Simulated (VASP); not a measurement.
# Sn2F (P1) in VASP: single point with PBE

Aim: the single point of Sn2F with PBE.

All numbers are computed with VASP 6.6.1; they aren't measurements. Logs are shortened: lines on timing, memory, paths and dates and some standing lists are left out, and cuts for length are marked.

## (1) The cell of the first run

The typed cell holds 6 atoms: a = 3.194 Å, b = 4.665 Å, c = 9.925 Å, α = 89.40°, β = 89.07°, γ = 83.25°.

## (2) Single point, PBE

Input file INCAR:

```
  PREC = Accurate
  ENCUT = 520
  EDIFF = 1E-6
  ISMEAR = 0
  SIGMA = 0.1
  LREAL = False
  LASPH = True
  NELM = 80
  ALGO = Fast
  ISIF = 2
  LWAVE = False
  LCHARG = False
  GGA = PE
  NBANDS = 44
```

Input file KPOINTS:

```
Automatic mesh
0
Gamma
  6 4 2
```

Input file POSCAR:

```
Sn2F
1.0
    3.1943753149      0.0000000000      0.0000000000
    0.5480266094      4.6323418552      0.0000000000
    0.1612478957      0.0850928262      9.9229296723
Sn F
4 2
Direct
    0.0862754996      0.0572912987      0.6093052482
    0.2045544537      0.5438227513      0.1527572123
    0.6961645417      0.3850868522      0.8891906334
    0.1988289445      0.0417044005      0.3153654442
    0.0331060258      0.5204138315      0.5740774274
    0.7810705348      0.9516808657      0.9593040343
```

Potentials or basis: VASP PAW PBE potentials, release 64 (Sn_d, F).

Run with:

```
> cat potpaw_PBE.64/Sn_d/POTCAR potpaw_PBE.64/F/POTCAR > POTCAR
> mpirun -np 1 vasp_std > vasp.out
```

OUTCAR:

```text
PREC = Accurate
   ENCUT = 520
   EDIFF = 1E-6
   ISMEAR = 0
   LREAL = False
   LASPH = True
   NELM = 80
   ISIF = 2
   GGA = PE

 ion  position               nearest neighbor table
   1  0.086  0.057  0.609-   5 2.17   5 2.56   4 2.93   3 3.34
   2  0.205  0.544  0.153-   4 2.83   4 2.84   3 3.08   3 3.24
   3  0.696  0.385  0.889-   6 2.12   6 2.78   2 3.08   2 3.24   1 3.34
   4  0.199  0.042  0.315-   2 2.83   2 2.84   1 2.93
   5  0.033  0.520  0.574-   1 2.17   1 2.56
   6  0.781  0.952  0.959-   3 2.12   3 2.78

  Warning from LATTYP: Got some problem with cell dimensions!
  Tried to take original basis but could not verify dimensions!
  LATTYP: Found a triclinic cell.
 ALAT       =     3.1943753149
 B/A-ratio  =     1.6701092370
 C/A-ratio  =     3.1068999555
 COS(alpha) =     0.0006145561
 COS(beta)  =     0.0162472868
 COS(gamma) =     0.4960394883

  Lattice vectors:

 A1 = (  -3.1943753149,   0.0000000000,   0.0000000000)
 A2 = (  -2.6463487055,   4.6323418552,   0.0000000000)
 A3 = (  -0.1612478957,  -0.0850928262,  -9.9229296723)

Analysis of symmetry for initial positions (statically):
=====================================================================
 Subroutine PRICEL returns:
 Original cell was already a primitive cell.

 Routine SETGRP: Setting up the symmetry group for a
 triclinic supercell.

 Subroutine GETGRP returns: Found  1 space group operations
 (whereof  1 operations were pure point group operations)
 out of a pool of  2 trial point group operations.

The static configuration has the point symmetry C_1 .

Analysis of symmetry for dynamics (positions and initial velocities):
=====================================================================
 Subroutine PRICEL returns:
 Original cell was already a primitive cell.

 Routine SETGRP: Setting up the symmetry group for a
 triclinic supercell.

 Subroutine GETGRP returns: Found  1 space group operations
 (whereof  1 operations were pure point group operations)
 out of a pool of  2 trial point group operations.

The dynamic configuration has the point symmetry C_1 .

 Subroutine INISYM returns: Found  1 space group operations
 (whereof  1 operations are pure point group operations),
 and found     1 'primitive' translations

----------------------------------------------------------------------------------------

                                     Primitive cell

  volume of cell :     146.8339

  direct lattice vectors                    reciprocal lattice vectors
     3.194375315  0.000000000  0.000000000     0.313050253 -0.037035235 -0.004769485
     0.548026609  4.632341855  0.000000000     0.000000000  0.215873532 -0.001851196
     0.161247896  0.085092826  9.922929672     0.000000000  0.000000000  0.100776689

  length of vectors
     3.194375315  4.664646206  9.924604524     0.315269436  0.215881470  0.100776689

  position of ions in fractional coordinates (direct lattice)
     0.086275500  0.057291299  0.609305248
     0.204554454  0.543822751  0.152757212
     0.696164542  0.385086852  0.889190633
     0.198828945  0.041704401  0.315365444
     0.033106026  0.520413832  0.574077427
     0.781070535  0.951680866  0.959304034

  ion indices of the primitive-cell ions
   primitive index   ion index
                 1           1
                 2           2
                 3           3
                 4           4
                 5           5
                 6           6

----------------------------------------------------------------------------------------

 KPOINTS: Automatic mesh

Automatic generation of k-mesh.
 Grid dimensions read from file:
 generate k-points for:    6    4    2

 Generating k-lattice:

  Cartesian coordinates                     Fractional coordinates (reciprocal lattice)
     0.052175042 -0.006172539 -0.000794914     0.166666667  0.000000000  0.000000000
     0.000000000  0.053968383 -0.000462799     0.000000000  0.250000000  0.000000000
     0.000000000  0.000000000  0.050388345     0.000000000  0.000000000  0.500000000

  Length of vectors
     0.052544906  0.053970367  0.050388345

  Shift w.r.t. Gamma in fractional coordinates (k-lattice)
     0.000000000  0.000000000  0.000000000

 Subroutine IBZKPT returns following result:
 ===========================================

 Found     28 irreducible k-points:

 Following reciprocal coordinates:
            Coordinates               Weight
  0.000000  0.000000  0.000000      1.000000
  0.166667  0.000000  0.000000      2.000000
  0.333333  0.000000  0.000000      2.000000
  0.500000  0.000000  0.000000      1.000000
  0.000000  0.250000 -0.000000      2.000000
  0.166667  0.250000 -0.000000      2.000000
[... 16 lines left out ...]
 -0.333333  0.250000  0.500000      2.000000
 -0.166667  0.250000  0.500000      2.000000
 [... further k-points ...]
   k-points           NKPTS =     28   k-points in BZ     NKDIM =     28   number of bands    NBANDS=     44
   number of dos      NEDOS =    301   number of ions     NIONS =      6
   total plane-waves  NPLWV =  69120
   dimension x,y,z NGX =    24 NGY =   36 NGZ =   80
   dimension x,y,z NGXF=    48 NGYF=   72 NGZF=  160
   ions per type =               4   2
   NGX,Y,Z   is equivalent  to a cutoff of  12.49, 12.83, 13.40 a.u.
   NGXF,Y,Z  is equivalent  to a cutoff of  24.98, 25.66, 26.80 a.u.
 SYSTEM =  unknown system
   PREC   = accura    normal or accurate (medium, high low for compatibility)
   ISTART =      0    job   : 0-new  1-cont  2-samecut
   ICHARG =      2    charge: 1-file 2-atom 10-const
   ISPIN  =      1    spin polarized calculation?
   LNONCOLLINEAR =      F non collinear calculations
   LSORBIT =      F    spin-orbit coupling
   LASPH  =      T    aspherical Exc in radial PAW
   ENCUT  =  520.0 eV  38.22 Ry    6.18 a.u.   5.94  8.67 18.45*2*pi/ulx,y,z
   NELM   =     80;   NELMIN=  2; NELMDL= -5     # of ELM steps
   EDIFF  = 0.1E-05   stopping-criterion for ELM
   LREAL  =      F    real-space projection
[... 7 lines left out ...]
   TEBEG  =    0.0;   TEEND  =   0.0 temperature during run
   PSTRESS=    0.0 pullay stress
   NELECT =      70.0000    total number of electrons
   NUPDOWN=      -1.0000    fix difference up-down
   EMIN   =  10.00;   EMAX   =-10.00  energy-range for DOS
   EFERMI =   0.00;   METHOD = LEGACY
   ISMEAR =     0;   SIGMA  =   0.10  broadening in eV -4-tet -1-fermi 0-gaus
   EFERMI_NEDOS =   21; number of points for ismear=-14 and -15
   IALGO  =     68    algorithm
   IMIX   =      4    mixing-type and parameters
     AMIX     =   0.40;   BMIX     =  1.00
     AMIX_MAG =   1.60;   BMIX_MAG =  1.00
  volume/ion in A,a.u.               =      24.47       165.15
  Fermi-wavevector in a.u.,A,eV,Ry     =   1.278887  2.416745 22.253020  1.635551
  Thomas-Fermi vector in A             =   2.411404
   LORBIT       =      0    0 simple, 1 ext, 2 COOP (PROOUT), +10 PAW based schemes
   GGA     = PE    functional components
   LHFCALC =     F    Hartree Fock is set to
   AEXX    =    0.0000 exact exchange contribution
   IVDW    =     0    specifies the selected vdW correction
   LEPSILON=     F    determine dielectric tensor
   LRPA    =     F    only Hartree local field effects (RPA)
 non-spin polarized calculation
 RMM-DIIS sequential band-by-band and
 Gauss-broadening in eV      SIGMA  =   0.10
  energy-cutoff  :      520.00
  volume of cell :      146.83
 maximum number of plane-waves:      3990
   NGX = 11   NGY = 17   NGZ = 37

 number of electron      70.0000005 magnetization

 Free energy of the ion-electron system (eV)
  ---------------------------------------------------
  ext. energy  EPLUGINS =         0.00000000
  ---------------------------------------------------
  free energy    TOTEN  =       -24.51622482 eV

  energy without entropy =      -24.50736324  energy(sigma->0) =      -24.51179403

 E-fermi :   5.2923     XC(G=0):  -9.3692

 val. band max:        5.2248019627   @ k =   0.3333   0.0000   0.0000
 cond. band min:       5.3186202586   @ k =  -0.3333   0.2500   0.0000
 fundamental gap:      0.0938182959
 Fermi energy:         5.2922762407

 k-point     1 :       0.0000    0.0000    0.0000
  band No.  band energies     occupation
      1     -18.1120      2.00000
      2     -17.8388      2.00000
      3     -16.3131      2.00000
      4     -16.3005      2.00000
      5     -16.2319      2.00000
      6     -16.2109      2.00000
[... 36 lines left out ...]
     43      12.1261      0.00000
     44      12.3480      0.00000

 k-point     2 :       0.1667    0.0000    0.0000
  band No.  band energies     occupation
      1     -18.0942      2.00000
      2     -17.8218      2.00000
      3     -16.2775      2.00000
      4     -16.2548      2.00000
      5     -16.2279      2.00000
      6     -16.2147      2.00000
[... 36 lines left out ...]
     43      10.5836      0.00000
     44      11.6061      0.00000

 k-point     3 :       0.3333    0.0000    0.0000
  band No.  band energies     occupation
      1     -18.0584      2.00000
      2     -17.7876      2.00000
      3     -16.2678      2.00000
      4     -16.2351      2.00000
      5     -16.2217      2.00000
      6     -16.2132      2.00000
[... 36 lines left out ...]
     43      10.4115      0.00000
     44      11.4834      0.00000

 k-point     4 :       0.5000    0.0000    0.0000
  band No.  band energies     occupation
      1     -18.0402      2.00000
      2     -17.7704      2.00000
      3     -16.2835      2.00000
      4     -16.2448      2.00000
      5     -16.2349      2.00000
      6     -16.2254      2.00000
[... 882 lines left out ...]
     43      10.3971      0.00000
     44      11.3785      0.00000

 k-point    23 :      -0.3333    0.2500    0.5000
  band No.  band energies     occupation
      1     -18.0305      2.00000
      2     -17.7017      2.00000
      3     -16.2627      2.00000
      4     -16.2327      2.00000
      5     -16.2254      2.00000
      6     -16.2131      2.00000
[... 36 lines left out ...]
     43      10.8635      0.00000
     44      11.0240      0.00000

 k-point    24 :      -0.1667    0.2500    0.5000
  band No.  band energies     occupation
      1     -18.0661      2.00000
      2     -17.7366      2.00000
      3     -16.2781      2.00000
      4     -16.2548      2.00000
      5     -16.2289      2.00000
      6     -16.2085      2.00000
[... 36 lines left out ...]
     43      10.7654      0.00000
     44      11.7458      0.00000

 [... further k-points ...]
[... 5 lines left out ...]
  --------------------------------------------------------------------------------------
  -------------------------------------------------------------------------------------
  Total        1.0756863      0.3751615      1.0709561     -0.0786690     -0.7108587     -0.3683854
  in kB       11.7373425      4.0935715     11.6857283     -0.8583957     -7.7565289     -4.0196340
  external PRESSURE =       9.1722141 kB  Pullay stress =       0.0000000 kB

 VOLUME and BASIS-vectors are now :
 -----------------------------------------------------------------------------
  energy-cutoff  :      520.00
  volume of cell :      146.83
      direct lattice vectors                 reciprocal lattice vectors
     3.194375315  0.000000000  0.000000000     0.313050253 -0.037035235 -0.004769485
     0.548026609  4.632341855  0.000000000     0.000000000  0.215873532 -0.001851196
     0.161247896  0.085092826  9.922929672     0.000000000  0.000000000  0.100776689

 POSITION                                       TOTAL-FORCE (eV/Angst)
 -----------------------------------------------------------------------------------
      0.40524      0.31724      6.04609        -0.027054      0.046512     -0.074330
      0.97608      2.53217      1.51580        -0.014524      0.052430     -0.279563
      2.57823      1.85952      8.82338         0.072462     -0.067282      0.101117
      0.70884      0.22002      3.12935        -0.025303     -0.135553      0.303502
      0.48352      2.45958      5.69653         0.039144      0.043684      0.013970
      3.17126      4.49014      9.51911        -0.044725      0.060209     -0.064695
 -----------------------------------------------------------------------------------
    total drift:                               -0.000543      0.000409      0.000608

  FREE ENERGIE OF THE ION-ELECTRON SYSTEM (eV)
  ---------------------------------------------------
  free  energy   TOTEN  =       -24.5162248193 eV

  energy  without entropy=      -24.5073632355  energy(sigma->0) =      -24.51179403
```

It took 4.7 min on 1 thread of Oxide Virtual Turin-like, shared host; peak memory 0.28 GiB.

Results:

| Quantity | Value |
| --- | --- |
| Free energy | -24.5162 eV |
| Pressure | 0.9 GPa |
| Largest force | 0.333 eV/Å |
| Band gap on the k mesh | zero (bands 35 and 36 overlap by 2.62 eV) |

Forces on the atoms (eV/Å):
```
Sn  -0.027  0.047 -0.074
Sn  -0.015  0.052 -0.280
Sn   0.072 -0.067  0.101
Sn  -0.025 -0.136  0.304
F    0.039  0.044  0.014
F   -0.045  0.060 -0.065
```

Caveat: spin-orbit coupling is left out, which moves the levels of the heavy elements.

The gap in the log of VASP goes by the Fermi energy; the results here count the filled bands.